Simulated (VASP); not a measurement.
# C (P6_3/mmc) in VASP: a series of runs

Runs on C. Level: PBE. Tasks: single point, relaxation of cell and atoms.

Everything below comes from runs of VASP 6.6.1. Logs are shortened: lines on timing, memory, paths and dates and some standing lists are left out, and cuts for length are marked.

### Step 1. The cell of the first run

It takes space group P6_3/mmc (No. 194, hexagonal). The conventional cell has a = 1.715 Å, b = 1.715 Å, c = 8.244 Å, α = 90.00°, β = 90.00°, γ = 120.00°. C (site symmetry -6m2) has 6 C at 1.72 Å within 2.3 Å.

### Step 2. Single point, PBE

INCAR reads:

```
  ALGO = Normal
  EDIFF = 1E-6
  ENCUT = 520
  GGA = PE
  ISIF = 2
  ISMEAR = 0
  LASPH = True
  LCHARG = True
  LELF = True
  LREAL = False
  LVHAR = True
  LWAVE = False
  NBANDS = 11
  NELM = 80
  PREC = Accurate
  SIGMA = 0.1
```

KPOINTS reads:

```
k-points
0
Gamma
  30 30 16
```

POSCAR reads:

```
C
1.0
    1.7154126962      0.0000000000      0.0000000000
   -0.8577063481      1.4855909729      0.0000000000
    0.0000000000      0.0000000000      8.2437279415
C
2
Direct
    0.3333333333      0.6666666667      0.2500000000
    0.6666666667      0.3333333333      0.7500000000
```

Potentials or basis: VASP PAW PBE potentials, release 64 (C).

Started as:

```bash
$ cat potpaw_PBE.64/C/POTCAR > POTCAR
$ mpirun -np 1 vasp_std > vasp.out
```

OUTCAR:

```text
EDIFF = 1E-6
   ENCUT = 520
   GGA = PE
   ISIF = 2
   ISMEAR = 0
   LASPH = True
   LREAL = False
   NELM = 80
   PREC = Accurate

 ion  position               nearest neighbor table
   1  0.333  0.667  0.250-
   2  0.667  0.333  0.750-

  LATTYP: Found a hexagonal cell.
 ALAT       =     1.7154126962
 C/A-ratio  =     4.8056820145

  Lattice vectors:

 A1 = (   1.7154126962,   0.0000000000,   0.0000000000)
 A2 = (  -0.8577063481,   1.4855909729,   0.0000000000)
 A3 = (   0.0000000000,   0.0000000000,   8.2437279415)

Analysis of symmetry for initial positions (statically):
=====================================================================
 Subroutine PRICEL returns:
 Original cell was already a primitive cell.

 Routine SETGRP: Setting up the symmetry group for a
 hexagonal supercell.

 Subroutine GETGRP returns: Found 24 space group operations
 (whereof 12 operations were pure point group operations)
 out of a pool of 24 trial point group operations.

The static configuration has the point symmetry D_3d.
 The point group associated with its full space group is D_6h.

Analysis of symmetry for dynamics (positions and initial velocities):
=====================================================================
 Subroutine PRICEL returns:
 Original cell was already a primitive cell.

 Routine SETGRP: Setting up the symmetry group for a
 hexagonal supercell.

 Subroutine GETGRP returns: Found 24 space group operations
 (whereof 12 operations were pure point group operations)
 out of a pool of 24 trial point group operations.

The dynamic configuration has the point symmetry D_3d.
 The point group associated with its full space group is D_6h.

 Subroutine INISYM returns: Found 24 space group operations
 (whereof 12 operations are pure point group operations),
 and found     1 'primitive' translations

----------------------------------------------------------------------------------------

                                     Primitive cell

  volume of cell :      21.0083

  direct lattice vectors                    reciprocal lattice vectors
     1.715412696  0.000000000  0.000000000     0.582950098  0.336566396  0.000000000
    -0.857706348  1.485590973  0.000000000     0.000000000  0.673132792  0.000000000
     0.000000000  0.000000000  8.243727941     0.000000000  0.000000000  0.121304343

  length of vectors
     1.715412696  1.715412696  8.243727941     0.673132792  0.673132792  0.121304343

  position of ions in fractional coordinates (direct lattice)
     0.333333333  0.666666667  0.250000000
     0.666666667  0.333333333  0.750000000

  ion indices of the primitive-cell ions
   primitive index   ion index
                 1           1
                 2           2

----------------------------------------------------------------------------------------

 KPOINTS: k-points

Automatic generation of k-mesh.
 Grid dimensions read from file:
 generate k-points for:   30   30   16

 Generating k-lattice:

  Cartesian coordinates                     Fractional coordinates (reciprocal lattice)
     0.019431670  0.011218880  0.000000000     0.033333333  0.000000000  0.000000000
     0.000000000  0.022437760  0.000000000     0.000000000  0.033333333  0.000000000
     0.000000000  0.000000000  0.007581521     0.000000000  0.000000000  0.062500000

  Length of vectors
     0.022437760  0.022437760  0.007581521

  Shift w.r.t. Gamma in fractional coordinates (k-lattice)
     0.000000000  0.000000000  0.000000000

 Subroutine IBZKPT returns following result:
 ===========================================

 Found    819 irreducible k-points:

 Following reciprocal coordinates:
            Coordinates               Weight
  0.000000  0.000000  0.000000      1.000000
  0.033333  0.000000  0.000000      6.000000
  0.066667  0.000000  0.000000      6.000000
  0.100000  0.000000  0.000000      6.000000
  0.133333  0.000000  0.000000      6.000000
  0.166667  0.000000  0.000000      6.000000
[... 16 lines left out ...]
  0.233333  0.033333  0.000000     12.000000
  0.266667  0.033333  0.000000     12.000000
 [... further k-points ...]
   k-points           NKPTS =    819   k-points in BZ     NKDIM =    819   number of bands    NBANDS=     11
   number of dos      NEDOS =    301   number of ions     NIONS =      2
   total plane-waves  NPLWV =  12544
   dimension x,y,z NGX =    14 NGY =   14 NGZ =   64
   dimension x,y,z NGXF=    28 NGYF=   28 NGZF=  128
   ions per type =               2
   NGX,Y,Z   is equivalent  to a cutoff of  13.57, 13.57, 12.91 a.u.
   NGXF,Y,Z  is equivalent  to a cutoff of  27.14, 27.14, 25.81 a.u.
 SYSTEM =  unknown system
   PREC   = accura    normal or accurate (medium, high low for compatibility)
   ISTART =      0    job   : 0-new  1-cont  2-samecut
   ICHARG =      2    charge: 1-file 2-atom 10-const
   ISPIN  =      1    spin polarized calculation?
   LNONCOLLINEAR =      F non collinear calculations
   LSORBIT =      F    spin-orbit coupling
   LASPH  =      T    aspherical Exc in radial PAW
   ENCUT  =  520.0 eV  38.22 Ry    6.18 a.u.   3.19  3.19 15.33*2*pi/ulx,y,z
   NELM   =     80;   NELMIN=  2; NELMDL= -5     # of ELM steps
   EDIFF  = 0.1E-05   stopping-criterion for ELM
   LREAL  =      F    real-space projection
   EDIFFG = 0.1E-04   stopping-criterion for IOM
   NSW    =      0    number of steps for IOM
   IBRION =     -1    ionic relax: 0-MD 1-quasi-New 2-CG
   NFREE  =      0    steps in history (QN), initial steepest desc. (CG)
   ISIF   =      2    stress and relaxation
   ISYM   =      2    0-nonsym 1-usesym 2-fastsym
   POTIM  = 0.5000    time-step for ionic-motion
   TEBEG  =    0.0;   TEEND  =   0.0 temperature during run
   PSTRESS=    0.0 pullay stress
   NELECT =       8.0000    total number of electrons
   NUPDOWN=      -1.0000    fix difference up-down
   EMIN   =  10.00;   EMAX   =-10.00  energy-range for DOS
   EFERMI =   0.00;   METHOD = LEGACY
   ISMEAR =     0;   SIGMA  =   0.10  broadening in eV -4-tet -1-fermi 0-gaus
   EFERMI_NEDOS =   21; number of points for ismear=-14 and -15
   IALGO  =     38    algorithm
   IMIX   =      4    mixing-type and parameters
     AMIX     =   0.40;   BMIX     =  1.00
     AMIX_MAG =   1.60;   BMIX_MAG =  1.00
  volume/ion in A,a.u.               =      10.50        70.89
  Fermi-wavevector in a.u.,A,eV,Ry     =   1.186609  2.242366 19.157561  1.408041
  Thomas-Fermi vector in A             =   2.322778
   LORBIT       =      0    0 simple, 1 ext, 2 COOP (PROOUT), +10 PAW based schemes
   GGA     = PE    functional components
   LHFCALC =     F    Hartree Fock is set to
   AEXX    =    0.0000 exact exchange contribution
   IVDW    =     0    specifies the selected vdW correction
   LEPSILON=     F    determine dielectric tensor
   LRPA    =     F    only Hartree local field effects (RPA)
 non-spin polarized calculation
 Gauss-broadening in eV      SIGMA  =   0.10
  energy-cutoff  :      520.00
  volume of cell :       21.01
 maximum number of plane-waves:       583
 NGX is ok and might be reduce to    14
   NGX =  7   NGY =  7   NGZ = 31

 number of electron       7.9999999 magnetization

 Free energy of the ion-electron system (eV)
  ---------------------------------------------------
  ext. energy  EPLUGINS =         0.00000000
  ---------------------------------------------------
  free energy    TOTEN  =       -10.57754555 eV

  energy without entropy =      -10.57471511  energy(sigma->0) =      -10.57613033

 E-fermi :   4.0748     XC(G=0):  -9.3906

 val. band max:        4.0711866502   @ k =   0.3667   0.0000   0.3125
 cond. band min:       4.0750095349   @ k =   0.3667   0.0000   0.3750
 fundamental gap:      0.0038228847
 Fermi energy:         4.0747506946

 k-point     1 :       0.0000    0.0000    0.0000
  band No.  band energies     occupation
      1     -17.2695      2.00000
      2     -17.2284      2.00000
      3      -4.7756      2.00000
      4      -4.2113      2.00000
      5       6.7584      0.00000
      6      10.7067      0.00000
      7      14.4409      0.00000
      8      20.3240      0.00000
      9      20.3240      0.00000
     10      20.3284      0.00000
     11      20.3284      0.00000

 k-point     2 :       0.0333    0.0000    0.0000
  band No.  band energies     occupation
      1     -17.2127      2.00000
      2     -17.1717      2.00000
      3      -4.7068      2.00000
      4      -4.1435      2.00000
      5       6.8276      0.00000
      6      10.7760      0.00000
      7      14.4832      0.00000
      8      20.1249      0.00000
      9      20.1727      0.00000
     10      20.2204      0.00000
     11      20.2239      0.00000

 k-point     3 :       0.0667    0.0000    0.0000
  band No.  band energies     occupation
      1     -17.0425      2.00000
      2     -17.0019      2.00000
      3      -4.5008      2.00000
      4      -3.9405      2.00000
      5       7.0343      0.00000
      6      10.9835      0.00000
      7      14.5984      0.00000
      8      19.5297      0.00000
      9      19.7232      0.00000
     10      19.9179      0.00000
     11      19.9206      0.00000
[... 267 lines left out ...]
 k-point    23 :       0.2333    0.0333    0.0000
  band No.  band energies     occupation
      1     -14.0647      2.00000
      2     -14.0316      2.00000
      3      -0.9471      2.00000
      4      -0.4504      2.00000
      5       9.6352      0.00000
      6      10.7213      0.00000
      7      12.4795      0.00000
      8      14.5200      0.00000
      9      16.1910      0.00000
     10      16.2567      0.00000
     11      19.2324      0.00000

 k-point    24 :       0.2667    0.0333    0.0000
  band No.  band energies     occupation
      1     -13.1823      2.00000
      2     -13.1513      2.00000
      3       0.0826      2.00000
      4       0.5553      2.00000
      5       8.5652      0.00000
      6       8.8629      0.00000
      7      12.7316      0.00000
      8      15.5081      0.00000
      9      15.5676      0.00000
     10      15.6299      0.00000
     11      20.1975      0.00000

 [... further k-points ...]

------------------------ aborting loop because EDIFF is reached ----------------------------------------

  FORCE on cell =-STRESS in cart. coord.  units (eV):
  Direction    XX          YY          ZZ          XY          YZ          ZX
  --------------------------------------------------------------------------------------
  -------------------------------------------------------------------------------------
  Total       -0.0184977     -0.0184977     -0.0043079      0.0000000     -0.0000000      0.0000000
  in kB       -1.4107056     -1.4107056     -0.3285359      0.0000000     -0.0000000      0.0000000
  external PRESSURE =      -1.0499823 kB  Pullay stress =       0.0000000 kB

 VOLUME and BASIS-vectors are now :
 -----------------------------------------------------------------------------
  energy-cutoff  :      520.00
  volume of cell :       21.01
      direct lattice vectors                 reciprocal lattice vectors
     1.715412696  0.000000000  0.000000000     0.582950098  0.336566396  0.000000000
    -0.857706348  1.485590973  0.000000000     0.000000000  0.673132792  0.000000000
     0.000000000  0.000000000  8.243727941     0.000000000  0.000000000  0.121304343

 POSITION                                       TOTAL-FORCE (eV/Angst)
 -----------------------------------------------------------------------------------
     -0.00000      0.99039      2.06093        -0.000000      0.000000     -0.000000
      0.85771      0.49520      6.18280         0.000000     -0.000000      0.000000
 -----------------------------------------------------------------------------------
    total drift:                               -0.000000      0.000000      0.000000

  FREE ENERGIE OF THE ION-ELECTRON SYSTEM (eV)
  ---------------------------------------------------
  free  energy   TOTEN  =       -10.5775455514 eV

  energy  without entropy=      -10.5747151074  energy(sigma->0) =      -10.57613033
```

Run time: 62 s. Hardware: 1 thread of Intel Xeon 6975P-C (Granite Rapids), shared host; peak memory 0.25 GiB.

Results:

```
Free energy            : -10.5775 eV
Pressure               : -0.1 GPa
Band gap on the k mesh : zero (bands 4 and 5 overlap by 1.20 eV)
```

Caveat: this functional lacks dispersion, which binds the layers, so the pressure and a relaxed spacing across them are unreliable.

### Step 3. Single point, PBE

This run uses another cell than the first one, of 9.87 Å³/atom.

INCAR reads:

```
SYSTEM = C
ALGO = Normal
EDIFF = 1E-6
ENCUT = 520
GGA = PE
ISIF = 2
ISMEAR = 0
LASPH = .True.
LCHARG = .False.
LREAL = .False.
LWAVE = .False.
NBANDS = 11
NELM = 100
PREC = Accurate
SIGMA = 0.1
```

KPOINTS reads:

```
k-points
0
Gamma
  36 36 8
  0 0 0
```

POSCAR reads:

```
C
1.0
    1.7179404142      0.0000000000      0.0000000000
   -0.8589702071      1.4877800409      0.0000000000
    0.0000000000      0.0000000000      7.7261867806
C
2
Direct
    0.3333333333      0.6666666667      0.2500000000
    0.6666666667      0.3333333333      0.7500000000
```

Potentials or basis: VASP PAW PBE potentials, release 64 (C).

Started as:

```bash
$ cat potpaw_PBE.64/C/POTCAR > POTCAR
$ mpirun -np 1 vasp_std > vasp.out
```

It took 42 s on 1 thread of Intel Xeon 6975P-C (Granite Rapids), shared host; peak memory 0.21 GiB.

The run converged. Its results:

- Free energy: -10.5784 eV
- Pressure: -0.1 GPa
- Band gap on the k mesh: zero (bands 4 and 5 overlap by 1.40 eV)

Levels at points of the mesh, in eV from the Fermi level:
```
           k point  band 1  band 2  band 3  band 4  band 5  band 6  band 7  band 8  band 9
(0.00, 0.00, 0.00)  -21.36  -21.28   -8.99   -8.13    2.83    7.55   12.07   16.13   16.13
(0.50, 0.00, 0.00)  -11.16  -11.14   -5.07   -5.03    2.26    2.42    9.59    9.59   13.16
(0.00, 0.00, 0.50)  -21.32  -21.32   -8.59   -8.59    4.62    4.62   16.13   16.13   16.13
(0.50, 0.00, 0.50)  -11.15  -11.15   -5.05   -5.05    2.34    2.34    9.59    9.59   13.57
```

Caveat: this functional lacks dispersion, which binds the layers, so the pressure and a relaxed spacing across them are unreliable.

### Step 4. Relaxation of cell and atoms, PBE

This run uses another cell than the first one, of 7.03 Å³/atom.

INCAR reads:

```
PREC = Accurate
ENCUT = 600
EDIFF = 1E-7
ISMEAR = 0
SIGMA = 0.1
LREAL = F
LASPH = T
NELM = 100
ALGO = Normal
ISIF = 3
LWAVE = F
LCHARG = F
GGA = PE
IBRION = 2
NSW = 100
EDIFFG = -0.01
```

KPOINTS reads:

```
Automatic mesh
0
Gamma
  30 30 16
```

POSCAR reads:

```
C
1.0
    2.0978852306      0.0000000000      0.0000000000
   -1.0489426153      1.8168219039      0.0000000000
    0.0000000000      0.0000000000      3.6876766962
C
2
Direct
    0.3333333333      0.6666666667      0.2500000000
    0.6666666667      0.3333333333      0.7500000000
```

Started as:

```bash
$ cat potpaw_PBE.64/C/POTCAR > POTCAR
$ mpirun -np 1 vasp_std > vasp.out
```

It took 9.3 min on 1 thread of Intel Xeon 6975P-C (Granite Rapids), shared host; peak memory 0.2 GiB.

The run converged. Its results:

* Free energy: -10.3195 eV
* Relaxed volume: 7.05 Å³/atom
* Relaxed cell: a = 1.713 Å, b = 1.713 Å, c = 5.551 Å, α = 90.00°, β = 90.00°, γ = 120.00°
* Space group after relaxing (to 0.1 Å): P6_3/mmc (No. 194)
* Energy gained by relaxing: 406.4 meV/atom
* Ionic steps: 25
* Pressure after relaxing: 0.0 GPa
* Band gap on the k mesh: zero (bands 4 and 5 overlap by 2.71 eV)

The path:
| step | energy change (eV) | largest force (eV/Å) | pressure (GPa) | volume (Å³) |
| --- | --- | --- | --- | --- |
| 1 | 0.0000 | 0.0000 | -1.87 | 14.06 |
| 2 | -0.0182 | 0.0000 | 0.00 | 13.89 |
| 3 | -0.0755 | 0.0000 | 6.29 | 13.36 |
| 4 | -0.1118 | 0.0000 | 24.03 | 12.22 |
| 5 | -0.1146 | 0.0000 | 24.14 | 12.21 |
| 6 | -0.1228 | 0.0000 | 24.49 | 12.19 |
| 7 | -0.1373 | 0.0000 | 25.86 | 12.14 |
| 8 | -0.1787 | 0.0000 | 26.92 | 12.03 |
| 9 | -0.3571 | 0.0000 | 29.14 | 11.75 |
| 10 | -0.0566 | 0.0000 | 95.27 | 11.00 |
| 11 | -0.4487 | 0.0000 | 39.55 | 11.55 |
| 12 | -0.4355 | 0.0000 | 52.28 | 11.40 |
| 13 | -0.4491 | 0.0000 | 47.45 | 11.45 |
| 14 | -0.4835 | 0.0000 | 51.10 | 11.58 |
| 15 | -0.4830 | 0.0000 | 53.15 | 11.63 |
| 16 | -0.5619 | 0.0000 | 45.13 | 11.92 |
| 17 | -0.7293 | 0.0000 | 23.94 | 12.81 |
| 18 | -0.7981 | 0.0000 | -5.23 | 14.71 |
| 19 | -0.8103 | 0.0000 | 0.44 | 14.19 |
| 20 | -0.8105 | 0.0000 | 1.48 | 14.12 |
| 21 | -0.8115 | 0.0000 | 1.18 | 14.11 |
| 22 | -0.8128 | 0.0000 | 0.49 | 14.08 |
| 23 | -0.8128 | 0.0000 | 0.47 | 14.07 |
| 24 | -0.8128 | 0.0000 | 0.29 | 14.09 |
| 25 | -0.8128 | 0.0000 | 0.03 | 14.11 |

Final structure:
```
C
1.0
     1.71312    0.00000    0.00000
    -0.85656    1.48360    0.00000
     0.00000    0.00000    5.55125
C
2
Direct
  0.33333 0.66667 0.25000
  0.66667 0.33333 0.75000
```

Levels at points of the mesh, in eV from the Fermi level:
```
           k point  band 2  band 3  band 4  band 5  band 6  band 7
(0.00, 0.00, 0.00)  -20.99  -10.80   -6.03    5.52   16.20   16.20
(0.50, 0.00, 0.00)  -11.22   -5.40   -4.84    1.53    2.80    9.55
(0.00, 0.00, 0.50)  -21.56   -8.71   -8.71   10.48   10.48   16.23
(0.50, 0.00, 0.50)  -11.32   -5.17   -5.17    2.34    2.34    9.61
```

Caveat: a cell axis changed by over 15 % at a fixed basis, so the end point is rough.

### Step 5. Overview

| task | cell | k mesh | cutoff (eV) | gap on the mesh (eV) | pressure (GPa) |
| --- | --- | --- | --- | --- | --- |
| single point | a = 1.715, b = 1.715, c = 8.244 Å, angles 90.0, 90.0, 120.0°, 2 atoms | 30 × 30 × 16 | 520 | none | -0.1 |
| single point | a = 1.718, b = 1.718, c = 7.726 Å, angles 90.0, 90.0, 120.0°, 2 atoms | 36 × 36 × 8 | 520 | none | -0.1 |
| relaxation of cell and atoms | relaxed from a = 2.098, b = 2.098, c = 3.688 Å, angles 90.0, 90.0, 120.0°, 2 atoms | 30 × 30 × 16 | 600 | none | 0.0 |

Alike in all rows: level PBE; potentials or basis VASP PAW PBE potentials, release 64 (C); no spin polarisation; smearing gaussian 0.1 eV.

Caveats: this functional lacks dispersion, which binds the layers, so the pressure and a relaxed spacing across them are unreliable (at least some runs); a cell axis changed by over 15 % at a fixed basis, so the end point is rough (at least some runs).

Absolute energies hang on the potentials; compare differences alone.
